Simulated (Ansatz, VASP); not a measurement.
**Sr: VASP beside Ansatz**

INCAR

```
SYSTEM = Sr
PREC = Accurate
ENCUT = 520
EDIFF = 1E-6
ISMEAR = 0
SIGMA = 0.1
LREAL = .FALSE.
LASPH = .TRUE.
NELM = 100
ALGO = Normal
ISIF = 2
LWAVE = .FALSE.
LCHARG = .TRUE.
GGA = PE
LELF = .TRUE.
LVHAR = .TRUE.
NBANDS = 11
```

File KPOINTS:

```
Automatic mesh
0
G
  12 12 12
  0 0 0
```

File POSCAR:

```
Sr
1.0
   -2.5392902500      2.5392902500      2.5392902500
    2.5392902500     -2.5392902500      2.5392902500
    2.5392902500      2.5392902500     -2.5392902500
Sr
1
Direct
    0.0000000000      0.0000000000      0.0000000000
```

Input for Ansatz:

```yaml
crystal:
  lattice:
    - [-2.53929025, 2.53929025, 2.53929025]
    - [2.53929025, -2.53929025, 2.53929025]
    - [2.53929025, 2.53929025, -2.53929025]
  atoms:
    - { symbol: Sr, position: [0.0, 0.0, 0.0] }
basis:
  ecutwfc: 420
kpoints:
  mp_grid: { grid: [12, 12, 12] }
hamiltonian:
  xc: pbe
scf:
  occupations: { method: gaussian, width: 0.1 }
output:
  forces: true
  stress: true
  eigenvalues: true
```

Alike in both runs: task single point; functional PBE; k mesh 12 × 12 × 12; occupations gaussian, width 0.1 eV; no spin polarisation.

|  | VASP | Ansatz |
| --- | --- | --- |
| version | VASP 6.6.1 | Ansatz 0.2.0 |
| potentials or method | VASP PAW PBE potentials, release 64 (Sr_sv), cutoff 520 eV | scalar-relativistic, plane waves, PAW |
| valence electrons in the cell | 10 | 10 |

```tsv
	VASP	Ansatz	Ansatz less VASP
gap on the k mesh at the Fermi level (eV)	none	none	-
pressure (GPa)	-1.6	-1.6	0.00
```

A gap of «none» marks a metal or a gap that the smearing closes.
